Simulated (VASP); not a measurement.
# Pd: single point with PBEsol

The system is Pd.

```
CELL_PARAMETERS angstrom
4.93085 0.00000 0.00000
0.00000 4.93085 0.00000
0.00000 0.00000 4.93085
ATOMIC_POSITIONS crystal
Pd 0.00000 0.00000 0.00000
Pd 0.50000 0.50000 0.50000
Pd 0.25000 0.00000 0.50000
Pd 0.75000 0.00000 0.50000
Pd 0.50000 0.25000 0.00000
Pd 0.50000 0.75000 0.00000
Pd 0.00000 0.50000 0.25000
Pd 0.00000 0.50000 0.75000
```

```json
{"Program": "VASP 6.6.1", "Task": "single point", "Functional": "PBEsol", "Potentials or basis": "VASP PAW PBE potentials, release 64 (Pd)", "Cutoff": "520 eV", "k mesh": "7 × 7 × 7", "Occupations": "fermi-dirac, width 0.1 eV", "Spin": "no spin polarisation", "Dipole correction": "no", "Further INCAR settings": "ALGO = Normal; EDIFF = 1e-07; NBANDS = 50"}
```

```json
{
  "Pressure": "-0.5 GPa",
  "Band gap on the k mesh": "zero (band 40 reaches 9.43 eV, above the bottom of band 41 at 9.18 eV)"
}
```

Levels at points of the mesh, in eV from the Fermi level:
```
           k point  band 37  band 38  band 39  band 40  band 41  band 42  band 43  band 44
(0.00, 0.00, 0.00)    -0.26    -0.26     0.03     0.03     0.03     2.44     2.44     2.44
```

It took 2.6 min on 1 thread of AMD EPYC 7R43 64-Core Processor (Zen 3), on a shared host, peak memory 0.24 GiB.

Caveat: the PAW data sets were made with another functional, which shifts forces and pressure a little.
